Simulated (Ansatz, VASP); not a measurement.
**Two plane-wave programs on LiHF2**

Contents of INCAR:

```
PREC     = Accurate       # precision mode
ENCUT    = 750            # plane-wave cutoff, eV
EDIFF    = 1E-7           # SCF threshold, eV
ISMEAR   = 0              # smearing method
SIGMA    = 0.01           # smearing width, eV
LREAL    = F              # projectors in reciprocal space
LASPH    = T              # aspherical terms in the spheres
NELM     = 120            # most SCF steps
ALGO     = Normal         # electronic algorithm
ISIF     = 3              # what is computed and relaxed
LWAVE    = F              # write WAVECAR
LCHARG   = F              # write CHGCAR
GGA      = PS             # functional
IBRION   = 2              # ionic algorithm
NSW      = 80             # ionic steps
EDIFFG   = -0.01          # ionic threshold
GGA_COMPAT= F            
NELMIN   = 4
```

File KPOINTS:

```
Automatic mesh
0
Gamma
  8 8 8
```

File POSCAR:

```
LiHF2
1.0
    1.4669835000      0.8469633186      4.3666886667
   -1.4669835000      0.8469633186      4.3666886667
    0.0000000000     -1.6939266372      4.3666886667
Li H F
1 1 2
Direct
    0.0000000000      0.0000000000      0.0000000000
    0.5000000000      0.5000000000      0.5000000000
    0.4133016667      0.4133016667      0.4133016667
    0.5866983333      0.5866983333      0.5866983333
```

Input for Ansatz:

```yaml
crystal:
  lattice:
    a: 2.933967
    b: 2.933967
    c: 13.100066
    alpha: 90.0
    beta: 90.0
    gamma: 120.0
  space_group: 166
  atoms:
    - { symbol: Li, position: [0.0, 0.0, 0.0] }
    - { symbol: H, position: [0.6666666666666666, 0.3333333333333333, 0.8333333333333334] }
    - { symbol: F, position: [0.6666666666666666, 0.3333333333333333, 0.746635] }
  reduce_to_primitive: true
basis:
  ecutwfc: 450.0
kpoints:
  mp_grid:
    grid: [8, 8, 8]
hamiltonian:
  xc: pbesol
  dispersion: none
scf:
  occupations:
    method: fixed
relax:
  cell: {}
```

Alike in both runs: task relaxation of cell and atoms; functional PBEsol; k mesh 8 × 8 × 8; no spin polarisation.

|  | VASP | Ansatz |
| --- | --- | --- |
| version | VASP 6.6.1 | Ansatz 0.2.0 |
| potentials or method | VASP PAW PBE potentials, release 64 (Li_sv, H, F), cutoff 750 eV | plane waves, PAW |
| occupations | gaussian, width 0.01 eV | fixed |
| valence electrons in the cell | 18 | 18 |

Ansatz gave:

```
relaxed volume (Å³/atom)                                     : 8.48
relaxed cell length with the largest relative difference (Å) : 4.707
```

**Question.** Which values does VASP return?

**Answer.** Relaxed volume (Å³/atom): 8.39; relaxed cell length with the largest relative difference (Å): 4.709.

VASP's potentials were made for PBE, not for PBEsol.
